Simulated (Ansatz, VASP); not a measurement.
# ZnS: VASP beside Ansatz

Contents of INCAR:

```
PREC = Accurate
ENCUT = 520
EDIFF = 1E-7
ISMEAR = -1
SIGMA = 0.02
LREAL = False
LASPH = True
NELM = 100
ALGO = Normal
ISIF = 2
LWAVE = False
LCHARG = False
GGA = PE
NBANDS = 16
```

Contents of KPOINTS:

```
regular mesh
0
Gamma
  8 8 8
```

The input POSCAR:

```
ZnS
1.0
    0.0000000000      2.7689914095      2.7689914095
    2.7689914095      0.0000000000      2.7689914095
    2.7689914095      2.7689914095      0.0000000000
Zn S
1 1
Direct
    0.2500000000      0.2500000000      0.2500000000
    0.0000000000      0.0000000000      0.0000000000
```

Input for Ansatz:

```yaml
crystal:
  lattice:
    - [0.0, 2.7689914095, 2.7689914095]
    - [2.7689914095, 0.0, 2.7689914095]
    - [2.7689914095, 2.7689914095, 0.0]
  atoms:
    - { symbol: Zn, position: [0.25, 0.25, 0.25] }
    - { symbol: S, position: [0.0, 0.0, 0.0] }
kpoints:
  mp_grid: { grid: [8, 8, 8] }
  band_path:
    path:
      - [0.0, 0.0, 0.0]
      - [-0.5, -0.5, 0.0]
      - [-0.375, -0.375, 0.25]
      - [-0.375, 0.0, 0.375]
      - [0.0, 0.0, 0.5]
      - [-0.5, -0.25, 0.25]
    npoints: 1
hamiltonian:
  xc: pbe
scf:
  occupations: { method: fermi_dirac, width: 0.02 }
  n_extra_bands: 4
output:
  forces: true
  stress: true
  eigenvalues: true
```

Change from the starting cell: hydrostatic strain +2.8%.

Alike in both runs: task single point; functional PBE; k mesh 8 × 8 × 8; occupations fermi-dirac, width 0.02 eV; no spin polarisation.

```csv
,VASP,Ansatz
version,VASP 6.6.1,Ansatz 0.2.0
potentials or method,"VASP PAW PBE potentials, release 64 (Zn, S)","plane waves, PAW"
plane-wave cutoff (eV),520,420
valence electrons in the cell,18,18
```

VASP gave:

* gap on the k mesh at the Fermi level (eV): 1.80
* pressure (GPa): -3.1

Q: Estimate Ansatz's values.

A: gap on the k mesh at the Fermi level (eV): 1.80; pressure (GPa): -3.2.

With one functional, cell and mesh, what is left measures potentials, basis and numerics.
